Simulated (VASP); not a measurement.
Wanted: the native input for a VASP 6.6.1 run.

```
Task                   : electric field gradients
Functional             : PBEsol
Potentials or basis    : VASP PAW PBE potentials, release 64 (Si)
Cutoff                 : 520 eV
k mesh                 : 10 × 10 × 10
Occupations            : fermi-dirac, width 0.05 eV
Spin                   : no spin polarisation
Dipole correction      : no
Further INCAR settings : ALGO = Normal; EDIFF = 1e-08; NBANDS = 26
```

The structure of Si lies in POSCAR:

```
Si
1.0
   -3.3180000000      3.3180000000      3.3180000000
    3.3180000000     -3.3180000000      3.3180000000
    3.3180000000      3.3180000000     -3.3180000000
Si
8
Direct
    0.2033210781      0.2033210781      0.2033210781
    0.5000000000      0.0000000000      0.2966789219
    0.2966789219      0.5000000000      0.0000000000
    0.0000000000      0.2966789219      0.5000000000
    0.7966789219      0.7966789219      0.7966789219
    0.5000000000      0.0000000000      0.7033210781
    0.7033210781      0.5000000000      0.0000000000
    0.0000000000      0.7033210781      0.5000000000
```

One way to write it, as run:

INCAR

```
PREC = Accurate
ENCUT = 520
EDIFF = 1E-8
ISMEAR = -1
SIGMA = 0.05
LREAL = False
LASPH = True
NELM = 100
ALGO = Normal
ISIF = 2
LWAVE = False
LCHARG = False
GGA = PS
LEFG = True
NBANDS = 26
```

KPOINTS

```
Automatic mesh
0
Gamma
  10 10 10
```

Potentials or basis: VASP PAW PBE potentials, release 64 (Si).

The run is started by

```sh
$ cat potpaw_PBE.64/Si/POTCAR > POTCAR
$ mpirun -np 1 vasp_std > vasp.out
```

It gave:

The pressure is -1.1 GPa, the largest force is 0.051 eV/Å and the band gap on the k mesh is zero (bands 16 and 17 overlap by 0.20 eV). The largest electric field gradient by atom is Si -9.9 V/Å².

Caveat: semilocal functionals underestimate gaps, and a narrow one can read as zero; without QUAD_EFG the Cq values of the log hold for a quadrupole moment of 1 mb, not for the nuclei; the PAW data sets were made with another functional, which shifts forces and pressure a little.

Wall time 5.8 min on 1 thread of Oxide Virtual Turin-like Processor, on a shared host, peak memory 0.36 GiB.
